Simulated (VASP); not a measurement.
**Si: single point with LDA**

Si:

```
Si
1.0
    -2.37137    2.37137    1.27609
     2.37137   -2.37137    1.27609
     2.37137    2.37137   -1.27609
Si
2
Direct
  0.25000 0.75000 0.50000
  0.50000 0.50000 0.00000
```

This cell differs from its parent crystal: strain +0.000 along x and y, -0.040 along z.

| Item | Value |
| --- | --- |
| Program | VASP 6.6.1 |
| Task | single point |
| Functional | LDA |
| Potentials or basis | VASP PAW LDA potentials, release 64 (Si) |
| Cutoff | 520 eV |
| k mesh | 20 × 20 × 20 |
| Occupations | gaussian, width 0.15 eV |
| Spin | no spin polarisation |
| Dipole correction | no |
| Further INCAR settings | ALGO = Normal; EDIFF = 1e-06; NBANDS = 11 |

The pressure is 4.0 GPa and the band gap on the k mesh is zero (bands 4 and 5 overlap by 6.56 eV).

Stress tensor (GPa, compression positive):
```
3.14 0.00 0.00
0.00 3.14 0.00
0.00 0.00 5.59
```

Levels at points of the mesh, in eV from the Fermi level:
| k point | band 2 | band 3 | band 4 | band 5 | band 6 | band 7 |
| --- | --- | --- | --- | --- | --- | --- |
| (0.00, 0.00, 0.00) | -2.74 | -2.74 | -2.24 | 1.28 | 7.82 | 9.06 |
| (0.50, 0.00, 0.00) | -6.94 | -2.28 | -1.64 | -1.39 | 1.02 | 4.67 |
| (0.50, 0.50, 0.00) | -11.06 | 0.14 | 0.14 | 2.35 | 2.35 | 9.30 |
| (0.50, 0.50, 0.50) | -8.62 | -7.15 | -7.15 | 6.58 | 6.58 | 13.20 |

Wall time 100 s on 1 thread of Intel(R) Xeon(R) Platinum 8488C (Sapphire Rapids), with other jobs on the host, peak memory 0.26 GiB.

Caveat: the cell differs from its parent crystal (strain +0.000 along x and y, -0.040 along z); the cell stands under pressure.
